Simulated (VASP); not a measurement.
The system is Ga.

```
Ga
1.0
     4.80203    0.00000    0.00000
    -2.40102    4.15868    0.00000
     0.00000    0.00000    2.94364
Ga
3
Direct
  0.00000 0.00000 0.00000
  0.33333 0.66667 0.50000
  0.66667 0.33333 0.50000
```

This isn't the form of Ga at room conditions, which is orthorhombic.

```yaml
Program: VASP 6.6.1
Task: relaxation of cell and atoms
Functional: BLYP
Potentials_or_basis: VASP PAW PBE potentials, release 64 (Ga_d)
Cutoff: 600 eV
k_mesh: 8 × 8 × 11
Occupations: fermi-dirac, width 0.1 eV
Spin: no spin polarisation
```

At the start: pressure 4.6 GPa; volume 19.59 Å³/atom.

Where does the relaxation end?

Over 4 steps the energy falls by 32.5 meV/atom and the volume is 22.10 Å³/atom (+12.8 %); space group P6/mmm (No. 191, to 0.1 Å) before and after.

Step by step:
| step | energy change (eV) | largest force (eV/Å) | pressure (GPa) | volume (Å³) |
| --- | --- | --- | --- | --- |
| 1 | 0.0000 | 0.0000 | 4.55 | 58.78 |
| 2 | -0.0865 | 0.0000 | 1.50 | 63.65 |
| 3 | -0.0975 | 0.0000 | -0.07 | 66.46 |
| 4 | -0.0975 | 0.0000 | 0.02 | 66.30 |

Final structure:
```
CELL_PARAMETERS angstrom
4.99681 0.00000 0.00000
-2.49841 4.32737 0.00000
0.00000 0.00000 3.06606
ATOMIC_POSITIONS crystal
Ga 0.00000 0.00000 0.00000
Ga 0.33333 0.66667 0.50000
Ga 0.66667 0.33333 0.50000
```

Caveat: the PAW data sets were made with another functional, which shifts forces and pressure a little.
